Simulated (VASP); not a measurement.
KCl:

```
K Cl
1.0
     0.00000    3.14485    3.14485
     3.14485    0.00000    3.14485
     3.14485    3.14485    0.00000
K Cl
1 1
Direct
  0.00000 0.00000 0.00000
  0.50000 0.50000 0.50000
```

Base run:

```yaml
Program: VASP 6.6.1
Functional: PBE
Potentials_or_basis: VASP PAW PBE potentials, release 64 (K_sv, Cl)
Cutoff: 520 eV
k_mesh: 6 × 6 × 6
Occupations: gaussian, width 0.01 eV
Spin: no spin polarisation
```

Its results: band gap on the k mesh 5.19 eV.

Task: The run is repeated on the same cell with these changes: functional from PBE to HSE06; further incar settings from ALGO = Normal; EDIFF = 1e-08 to ALGO = Normal; EDIFF = 1e-06; NBANDS = 15. What comes out?

Result: Band gap on the k mesh 6.50 eV.

